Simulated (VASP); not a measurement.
# Mg2ZnS3 (P31m) in VASP: settings compared

The runs below take Mg2ZnS3 through single point, with PBE, r2SCAN.

Program: VASP 6.6.1. These are calculated values, not measurements. Logs are shortened: lines on timing, memory, paths and dates and some standing lists are left out, and cuts for length are marked.

## (1) The cell of the first run

It takes space group P31m (No. 157, trigonal). Conventional cell: a = 6.895 Å, b = 6.895 Å, c = 6.449 Å, α = 90.00°, β = 90.00°, γ = 120.00°. Within 3.2 Å of Mg (site symmetry m) lie 4 S at 2.44 to 2.48 Å. Within 3.3 Å of Mg (site symmetry 3m) lie 4 S at 2.46 to 2.49 Å. Zn (site symmetry 3) has 4 S at 2.36 to 2.39 Å within 3.1 Å. Within 3.2 Å of S (site symmetry m) lie 2 Zn at 2.39 Å and 2 Mg at 2.48 to 2.49 Å. S (site symmetry 3) has 1 Zn at 2.36 Å and 3 Mg at 2.44 Å within 3.1 Å. S (site symmetry 3m) has 4 Mg at 2.44 to 2.46 Å within 3.2 Å.

## (2) Single point, PBE

Input file INCAR:

```
SYSTEM = Mg2ZnS3
PREC = Accurate
ENCUT = 520
EDIFF = 1E-6
ISMEAR = 0
SIGMA = 0.1
LREAL = .False.
LASPH = .True.
NELM = 60
ALGO = Normal
ISIF = 2
LWAVE = .False.
LCHARG = .False.
GGA = PE
NBANDS = 46
```

Input file KPOINTS:

```
Automatic mesh
0
Gamma
  3 3 4
  0 0 0
```

Input file POSCAR:

```
Mg2ZnS3
1.0
    6.8949671000      0.0000000000      0.0000000000
   -3.4474835000      5.9712166000      0.0000000000
    0.0000000000      0.0000000000      6.4491120000
Mg Zn S
4 2 6
Direct
    0.3368010000      0.3368010000      0.0027820000
    0.0000000000      0.6631990000      0.0027820000
    0.6631990000      0.0000000000      0.0027820000
    0.0000000000      0.0000000000      0.5042090000
    0.6666667000      0.3333333000      0.5046590000
    0.3333333000      0.6666667000      0.5046590000
    0.3442370000      0.3442370000      0.3866370000
    0.0000000000      0.6557630000      0.3866370000
    0.6557630000      0.0000000000      0.3866370000
    0.6666667000      0.3333333000      0.8710520000
    0.3333333000      0.6666667000      0.8710520000
    0.0000000000      0.0000000000      0.8861130000
```

Potentials or basis: VASP PAW PBE potentials, release 64 (Mg, Zn, S).

Started as:

```
cat potpaw_PBE.64/Mg/POTCAR potpaw_PBE.64/Zn/POTCAR potpaw_PBE.64/S/POTCAR > POTCAR
mpirun -np 1 vasp_std > vasp.out
```

OUTCAR:

```text
SYSTEM = Mg2ZnS3
   PREC = Accurate
   ENCUT = 520
   EDIFF = 1E-6
   ISMEAR = 0
   LREAL = .False.
   LASPH = .True.
   NELM = 60
   ISIF = 2
   GGA = PE

 ion  position               nearest neighbor table
   1  0.337  0.337  0.003-  11 2.44  10 2.44  12 2.44   7 2.48
   2  0.000  0.663  0.003-  11 2.44  10 2.44  12 2.44   8 2.48
   3  0.663  0.000  0.003-  10 2.44  11 2.44  12 2.44   9 2.48
   4  0.000  0.000  0.504-  12 2.46   8 2.49   7 2.49   9 2.49
   5  0.667  0.333  0.505-  10 2.36   9 2.39   8 2.39   7 2.39
   6  0.333  0.667  0.505-  11 2.36   8 2.39   9 2.39   7 2.39
   7  0.344  0.344  0.387-   6 2.39   5 2.39   1 2.48   4 2.49
   8  0.000  0.656  0.387-   6 2.39   5 2.39   2 2.48   4 2.49
   9  0.656  0.000  0.387-   5 2.39   6 2.39   3 2.48   4 2.49
  10  0.667  0.333  0.871-   5 2.36   3 2.44   2 2.44   1 2.44
  11  0.333  0.667  0.871-   6 2.36   2 2.44   3 2.44   1 2.44
  12  0.000  0.000  0.886-   2 2.44   1 2.44   3 2.44   4 2.46

  LATTYP: Found a hexagonal cell.
 ALAT       =     6.8949671000
 C/A-ratio  =     0.9353361527

  Lattice vectors:

 A1 = (   6.8949671000,   0.0000000000,   0.0000000000)
 A2 = (  -3.4474835000,   5.9712166000,   0.0000000000)
 A3 = (   0.0000000000,   0.0000000000,   6.4491120000)

Analysis of symmetry for initial positions (statically):
=====================================================================
 Subroutine PRICEL returns:
 Original cell was already a primitive cell.

 Routine SETGRP: Setting up the symmetry group for a
 hexagonal supercell.

 Subroutine GETGRP returns: Found  6 space group operations
 (whereof  6 operations were pure point group operations)
 out of a pool of 24 trial point group operations.

The static configuration has the point symmetry C_3v.

Analysis of symmetry for dynamics (positions and initial velocities):
=====================================================================
 Subroutine PRICEL returns:
 Original cell was already a primitive cell.

 Routine SETGRP: Setting up the symmetry group for a
 hexagonal supercell.

 Subroutine GETGRP returns: Found  6 space group operations
 (whereof  6 operations were pure point group operations)
 out of a pool of 24 trial point group operations.

The dynamic configuration has the point symmetry C_3v.

 Subroutine INISYM returns: Found  6 space group operations
 (whereof  6 operations are pure point group operations),
 and found     1 'primitive' translations

----------------------------------------------------------------------------------------

[... 112 lines left out ...]
   ISMEAR =     0;   SIGMA  =   0.10  broadening in eV -4-tet -1-fermi 0-gaus
   EFERMI_NEDOS =   21; number of points for ismear=-14 and -15
   IALGO  =     38    algorithm
   IMIX   =      4    mixing-type and parameters
     AMIX     =   0.40;   BMIX     =  1.00
     AMIX_MAG =   1.60;   BMIX_MAG =  1.00
  volume/ion in A,a.u.               =      22.13       149.32
  Fermi-wavevector in a.u.,A,eV,Ry     =   1.039632  1.964619 14.705639  1.080834
  Thomas-Fermi vector in A             =   2.174171
   LORBIT       =      0    0 simple, 1 ext, 2 COOP (PROOUT), +10 PAW based schemes
   GGA     = PE    functional components
   LHFCALC =     F    Hartree Fock is set to
   AEXX    =    0.0000 exact exchange contribution
   IVDW    =     0    specifies the selected vdW correction
   LEPSILON=     F    determine dielectric tensor
   LRPA    =     F    only Hartree local field effects (RPA)
 non-spin polarized calculation
 Gauss-broadening in eV      SIGMA  =   0.10
  energy-cutoff  :      520.00
  volume of cell :      265.52
 maximum number of plane-waves:      7200
 NGX is ok and might be reduce to    54
   NGX = 25   NGY = 25   NGZ = 23

 number of electron      67.9999995 magnetization

 Free energy of the ion-electron system (eV)
  ---------------------------------------------------
  ext. energy  EPLUGINS =         0.00000000
  ---------------------------------------------------
  free energy    TOTEN  =       -47.53665096 eV

  energy without entropy =      -47.53665096  energy(sigma->0) =      -47.53665096

 E-fermi :   1.7589     XC(G=0):  -8.6797

 val. band max:        1.2972523782   @ k =   0.0000   0.0000   0.0000
 cond. band min:       4.1084642456   @ k =   0.0000   0.0000   0.0000
 fundamental gap:      2.8112118674
 Fermi energy:         1.7588691733

 k-point     1 :       0.0000    0.0000    0.0000
  band No.  band energies     occupation
      1     -10.5558      2.00000
      2      -9.7725      2.00000
      3      -9.7013      2.00000
      4      -9.7013      2.00000
      5      -9.6066      2.00000
      6      -9.4959      2.00000
[... 479 lines left out ...]
     45       7.7570      0.00000
     46       7.9146      0.00000

------------------------ aborting loop because EDIFF is reached ----------------------------------------

  FORCE on cell =-STRESS in cart. coord.  units (eV):
  Direction    XX          YY          ZZ          XY          YZ          ZX
  --------------------------------------------------------------------------------------
  -------------------------------------------------------------------------------------
  Total       -0.0945256     -0.0945256     -0.1138817     -0.0000000      0.0000000     -0.0000000
  in kB       -0.5703810     -0.5703810     -0.6871785     -0.0000000      0.0000000     -0.0000000
  external PRESSURE =      -0.6093135 kB  Pullay stress =       0.0000000 kB

 VOLUME and BASIS-vectors are now :
 -----------------------------------------------------------------------------
  energy-cutoff  :      520.00
  volume of cell :      265.52
      direct lattice vectors                 reciprocal lattice vectors
     6.894967100  0.000000000  0.000000000     0.145033324  0.083735029  0.000000000
    -3.447483500  5.971216600  0.000000000     0.000000000  0.167470060  0.000000000
     0.000000000  0.000000000  6.449112000     0.000000000  0.000000000  0.155060108

 POSITION                                       TOTAL-FORCE (eV/Angst)
 -----------------------------------------------------------------------------------
      1.16112      2.01111      0.01794        -0.000998     -0.001728     -0.001990
     -2.28637      3.96010      0.01794        -0.000998      0.001728     -0.001990
      4.57274      0.00000      0.01794         0.001995      0.000000     -0.001990
      0.00000      0.00000      3.25170         0.000000     -0.000000     -0.003738
      3.44748      1.99041      3.25460         0.000000     -0.000000     -0.003251
     -0.00000      3.98081      3.25460         0.000000      0.000000     -0.003251
      1.18675      2.05551      2.49347        -0.009618     -0.016660     -0.012575
     -2.26073      3.91570      2.49347        -0.009618      0.016660     -0.012575
      4.52146      0.00000      2.49347         0.019237      0.000000     -0.012575
      3.44748      1.99041      5.61751         0.000000      0.000000      0.024577
     -0.00000      3.98081      5.61751         0.000000     -0.000000      0.024577
      0.00000      0.00000      5.71464         0.000000     -0.000000      0.004781
 -----------------------------------------------------------------------------------
    total drift:                               -0.000005     -0.000004      0.000860

  FREE ENERGIE OF THE ION-ELECTRON SYSTEM (eV)
  ---------------------------------------------------
  free  energy   TOTEN  =       -47.5366509551 eV

  energy  without entropy=      -47.5366509551  energy(sigma->0) =      -47.53665096
```

OSZICAR:

```text
N       E                     dE             d eps       ncg     rms          rms(c)
DAV:   1     0.443857750347E+03    0.44386E+03   -0.27576E+04   920   0.137E+03
DAV:   2     0.949611766005E+01   -0.43436E+03   -0.40970E+03  1036   0.299E+02
DAV:   3    -0.483735497944E+02   -0.57870E+02   -0.57426E+02   992   0.113E+02
DAV:   4    -0.504854477969E+02   -0.21119E+01   -0.21014E+01  1176   0.246E+01
DAV:   5    -0.505301810100E+02   -0.44733E-01   -0.44680E-01  1114   0.357E+00    0.119E+01
DAV:   6    -0.474906500711E+02    0.30395E+01   -0.52830E+00  1460   0.479E+01    0.962E+00
DAV:   7    -0.475408788394E+02   -0.50229E-01   -0.63197E+00  1028   0.875E+00    0.600E+00
DAV:   8    -0.475261217251E+02    0.14757E-01   -0.44850E-01  1240   0.418E+00    0.246E+00
DAV:   9    -0.475342839818E+02   -0.81623E-02   -0.49893E-02  1204   0.234E+00    0.719E-01
DAV:  10    -0.475346994403E+02   -0.41546E-03   -0.78334E-03  1110   0.505E-01    0.296E-01
DAV:  11    -0.475360212192E+02   -0.13218E-02   -0.13077E-03  1054   0.190E-01    0.141E-01
DAV:  12    -0.475366152016E+02   -0.59398E-03   -0.82940E-04  1008   0.128E-01    0.729E-02
DAV:  13    -0.475366259592E+02   -0.10758E-04   -0.43819E-05  1144   0.279E-02    0.651E-02
DAV:  14    -0.475366489217E+02   -0.22962E-04   -0.34308E-05   998   0.268E-02    0.265E-02
DAV:  15    -0.475366510205E+02   -0.20989E-05   -0.56176E-06  1072   0.161E-02    0.133E-02
DAV:  16    -0.475366509551E+02    0.65433E-07   -0.17535E-06   760   0.105E-02
   1 F= -.47536651E+02 E0= -.47536651E+02  d E =-.233549E-11
```

It took 2.4 min on 1 thread of Intel Xeon Platinum 8488C (Sapphire Rapids), shared host; peak memory 0.42 GiB.

What came out:

| Quantity | Value |
| --- | --- |
| Free energy | -47.5367 eV |
| Pressure | -0.1 GPa |
| Largest force | 0.025 eV/Å |
| Band gap on the k mesh | 2.81 eV |

Forces in eV/Å, atoms in the order of the input:
```
Mg  -0.001 -0.002 -0.002
Mg  -0.001  0.002 -0.002
Mg   0.002  0.000 -0.002
Mg   0.000  0.000 -0.004
Zn   0.000  0.000 -0.003
Zn   0.000  0.000 -0.003
S   -0.010 -0.017 -0.013
S   -0.010  0.017 -0.013
S    0.019  0.000 -0.013
S    0.000  0.000  0.025
S    0.000  0.000  0.025
S    0.000  0.000  0.005
```

## (3) Single point, PBE

Input file INCAR:

```
SYSTEM = Mg2ZnS3
  PREC = Accurate
  ENCUT = 520
  EDIFF = 1E-6
  ISMEAR = 0
  SIGMA = 0.02
  LREAL = .False.
  LASPH = .True.
  NELM = 60
  ALGO = Normal
  ISIF = 2
  LWAVE = .False.
  LCHARG = .False.
  GGA = PE
  NBANDS = 46
```

Input file KPOINTS:

```
Automatic mesh
0
Gamma
  6 6 4
  0 0 0
```

Input file POSCAR:

```
Mg2ZnS3
1.0
    6.8949670614     -0.0000000289      0.0000000000
   -3.4474835057      5.9712166479      0.0000000000
    0.0000000000      0.0000000000      6.4491120000
Mg Zn S
4 2 6
Direct
    0.3368010000      0.3368010000      0.0027820000
    0.0000000000      0.6631990000      0.0027820000
    0.6631990000      0.0000000000      0.0027820000
    0.0000000000      0.0000000000      0.5042090000
    0.6666666667      0.3333333333      0.5046590000
    0.3333333333      0.6666666667      0.5046590000
    0.3442370000      0.3442370000      0.3866370000
    0.0000000000      0.6557630000      0.3866370000
    0.6557630000      0.0000000000      0.3866370000
    0.6666666667      0.3333333333      0.8710520000
    0.3333333333      0.6666666667      0.8710520000
    0.0000000000      0.0000000000      0.8861130000
```

Potentials or basis: VASP PAW PBE potentials, release 64 (Mg, Zn, S).

Started as:

```
cat potpaw_PBE.64/Mg/POTCAR potpaw_PBE.64/Zn/POTCAR potpaw_PBE.64/S/POTCAR > POTCAR
mpirun -np 1 vasp_std > vasp.out
```

OUTCAR:

```text
SYSTEM = Mg2ZnS3
   PREC = Accurate
   ENCUT = 520
   EDIFF = 1E-6
   ISMEAR = 0
   LREAL = .False.
   LASPH = .True.
   NELM = 60
   ISIF = 2
   GGA = PE

 ion  position               nearest neighbor table
   1  0.337  0.337  0.003-  10 2.44  11 2.44  12 2.44   7 2.48
   2  0.000  0.663  0.003-  11 2.44  10 2.44  12 2.44   8 2.48
   3  0.663  0.000  0.003-  10 2.44  11 2.44  12 2.44   9 2.48
   4  0.000  0.000  0.504-  12 2.46   9 2.49   7 2.49   8 2.49
   5  0.667  0.333  0.505-  10 2.36   9 2.39   8 2.39   7 2.39
   6  0.333  0.667  0.505-  11 2.36   8 2.39   9 2.39   7 2.39
   7  0.344  0.344  0.387-   5 2.39   6 2.39   1 2.48   4 2.49
   8  0.000  0.656  0.387-   6 2.39   5 2.39   2 2.48   4 2.49
   9  0.656  0.000  0.387-   5 2.39   6 2.39   3 2.48   4 2.49
  10  0.667  0.333  0.871-   5 2.36   3 2.44   2 2.44   1 2.44
  11  0.333  0.667  0.871-   6 2.36   2 2.44   3 2.44   1 2.44
  12  0.000  0.000  0.886-   3 2.44   1 2.44   2 2.44   4 2.46

  LATTYP: Found a hexagonal cell.
 ALAT       =     6.8949670614
 C/A-ratio  =     0.9353361579

  Lattice vectors:

 A1 = (   6.8949670614,  -0.0000000289,   0.0000000000)
[... 1379 lines left out ...]

------------------------ aborting loop because EDIFF is reached ----------------------------------------

  FORCE on cell =-STRESS in cart. coord.  units (eV):
  Direction    XX          YY          ZZ          XY          YZ          ZX
  --------------------------------------------------------------------------------------
  -------------------------------------------------------------------------------------
  Total       -0.0994160     -0.0994160     -0.1037797      0.0000000     -0.0000000      0.0000000
  in kB       -0.5998902     -0.5998902     -0.6262215      0.0000000     -0.0000000      0.0000000
  external PRESSURE =      -0.6086673 kB  Pullay stress =       0.0000000 kB

 VOLUME and BASIS-vectors are now :
 -----------------------------------------------------------------------------
  energy-cutoff  :      520.00
  volume of cell :      265.52
      direct lattice vectors                 reciprocal lattice vectors
     6.894967061 -0.000000029  0.000000000     0.145033326  0.083735029  0.000000000
    -3.447483506  5.971216648  0.000000000     0.000000001  0.167470059  0.000000000
     0.000000000  0.000000000  6.449112000     0.000000000  0.000000000  0.155060108

 POSITION                                       TOTAL-FORCE (eV/Angst)
 -----------------------------------------------------------------------------------
      1.16112      2.01111      0.01794        -0.001052     -0.001822     -0.001986
     -2.28637      3.96010      0.01794        -0.001052      0.001822     -0.001986
      4.57274     -0.00000      0.01794         0.002104     -0.000000     -0.001986
      0.00000      0.00000      3.25170         0.000000     -0.000000     -0.003305
      3.44748      1.99041      3.25460         0.000000     -0.000000     -0.003421
      0.00000      3.98081      3.25460         0.000000     -0.000000     -0.003421
      1.18675      2.05551      2.49347        -0.009625     -0.016671     -0.012434
     -2.26073      3.91570      2.49347        -0.009625      0.016671     -0.012434
      4.52146     -0.00000      2.49347         0.019250     -0.000000     -0.012434
      3.44748      1.99041      5.61751         0.000000     -0.000000      0.024572
      0.00000      3.98081      5.61751         0.000000     -0.000000      0.024572
      0.00000      0.00000      5.71464         0.000000     -0.000000      0.004264
 -----------------------------------------------------------------------------------
    total drift:                               -0.000003     -0.000005      0.000814

  FREE ENERGIE OF THE ION-ELECTRON SYSTEM (eV)
  ---------------------------------------------------
  free  energy   TOTEN  =       -47.5393831853 eV

  energy  without entropy=      -47.5393831853  energy(sigma->0) =      -47.53938319
```

stdout:

```text
POSCAR found type information on POSCAR MgZnS
 POSCAR found :  3 types and      12 ions
 scaLAPACK will be used
 LDA part: xc-table for (Slater+PW92), standard interpolation
 POSCAR, INCAR and KPOINTS ok, starting setup
 FFT: planning ... GRIDC
 FFT: planning ... GRID_SOFT
 FFT: planning ... GRID
 WAVECAR not read
 entering main loop
```

Run time: 6.2 min. Hardware: 1 thread of Intel Xeon Platinum 8488C (Sapphire Rapids), shared host; peak memory 0.52 GiB.

Results:

```
Free energy            : -47.5394 eV
Pressure               : -0.1 GPa
Largest force          : 0.025 eV/Å
Band gap on the k mesh : 2.81 eV
```

Forces in eV/Å, atoms in the order of the input:
```
Mg  -0.001 -0.002 -0.002
Mg  -0.001  0.002 -0.002
Mg   0.002  0.000 -0.002
Mg   0.000  0.000 -0.003
Zn   0.000  0.000 -0.003
Zn   0.000  0.000 -0.003
S   -0.010 -0.017 -0.012
S   -0.010  0.017 -0.012
S    0.019  0.000 -0.012
S    0.000  0.000  0.025
S    0.000  0.000  0.025
S    0.000  0.000  0.004
```

A k mesh can miss the band edges.

## (4) Single point, r2SCAN

POSCAR is that of step 3.

Input file INCAR.step1:

```
ALGO = Normal
EDIFF = 1E-4
ENCUT = 520
GGA = PE
ISMEAR = 0
LASPH = True
LCHARG = False
LREAL = False
LWAVE = True
NBANDS = 46
NELM = 80
PREC = Accurate
SIGMA = 0.02
```

Input file INCAR.step2:

```
ALGO = Normal
EDIFF = 1E-6
ENCUT = 520
ISIF = 2
ISMEAR = 0
ISTART = 1
LASPH = True
LCHARG = False
LMIXTAU = True
LREAL = False
LWAVE = False
METAGGA = R2SCAN
NBANDS = 46
NELM = 80
PREC = Accurate
SIGMA = 0.02
```

Input file KPOINTS:

```
k-points
0
Gamma
  6 6 4
```

Started as:

```
cat potpaw_PBE.64/Mg/POTCAR potpaw_PBE.64/Zn/POTCAR potpaw_PBE.64/S/POTCAR > POTCAR
cp INCAR.step1 INCAR
mpirun -np 1 vasp_std > vasp.out
cp INCAR.step2 INCAR
mpirun -np 1 vasp_std > vasp.out
```

Run time: 17 min. Hardware: 1 thread of Intel Xeon Platinum 8488C (Sapphire Rapids), shared host; peak memory 0.54 GiB.

Results (log left out):

```yaml
Free_energy: -99.4190 eV
Pressure: -1.6 GPa
Largest_force: 0.028 eV/Å
Band_gap_on_the_k_mesh: 3.41 eV
```

Forces in eV/Å, atoms in the order of the input:
```
Mg  -0.001 -0.001 -0.012
Mg  -0.001  0.001 -0.012
Mg   0.001  0.000 -0.012
Mg   0.000  0.000  0.010
Zn   0.000  0.000  0.013
Zn   0.000  0.000  0.013
S    0.013  0.022  0.013
S    0.013 -0.022  0.013
S   -0.025  0.000  0.013
S    0.000  0.000 -0.018
S    0.000  0.000 -0.018
S    0.000  0.000 -0.002
```

Levels at points of the mesh, in eV from the valence-band top:
```tsv
k point	band 30	band 31	band 32	band 33	band 34	band 35	band 36	band 37	band 38	band 39
(0.00, 0.00, 0.00)	-0.65	-0.65	0.00	0.00	0.00	3.41	4.90	5.07	5.07	6.79
(0.50, 0.00, 0.00)	-0.71	-0.55	-0.51	-0.47	-0.37	4.71	5.28	5.56	5.73	6.06
(0.00, 0.00, 0.50)	-0.73	-0.51	-0.51	-0.15	-0.15	4.47	5.23	5.53	6.02	6.29
(0.50, 0.00, 0.50)	-0.92	-0.90	-0.89	-0.81	-0.70	4.49	4.98	5.36	5.64	5.97
```

Caveat: the PAW data sets were made with another functional, which shifts forces and pressure a little. A k mesh can miss the band edges.

## (5) Overview

| level | k mesh | smearing | gap on the mesh (eV) | pressure (GPa) | largest force (eV/Å) |
| --- | --- | --- | --- | --- | --- |
| PBE | 3 × 3 × 4 | gaussian 0.1 eV | 2.81 | -0.1 | 0.02 |
| PBE | 6 × 6 × 4 | gaussian 0.02 eV | 2.81 | -0.1 | 0.02 |
| r2SCAN | 6 × 6 × 4 | gaussian 0.02 eV | 3.41 | -1.6 | 0.03 |

Alike in all rows: task single point; potentials or basis VASP PAW PBE potentials, release 64 (Mg, Zn, S); no spin polarisation; cell a = 6.895, b = 6.895, c = 6.449 Å, angles 90.0, 90.0, 120.0°, 12 atoms; cutoff (eV) 520.

On the cell as given the gap runs from 2.81 eV (PBE) to 3.41 eV (r2SCAN); the meshes differ, which moves gaps too. The pressure there spans -1.6 GPa (r2SCAN) to -0.1 GPa (PBE); a positive pressure means that this level wants a larger cell, a negative one a smaller.

Caveats: the PAW data sets were made with another functional, which shifts forces and pressure a little (at least some runs).

Absolute energies hang on the potentials; compare differences alone.
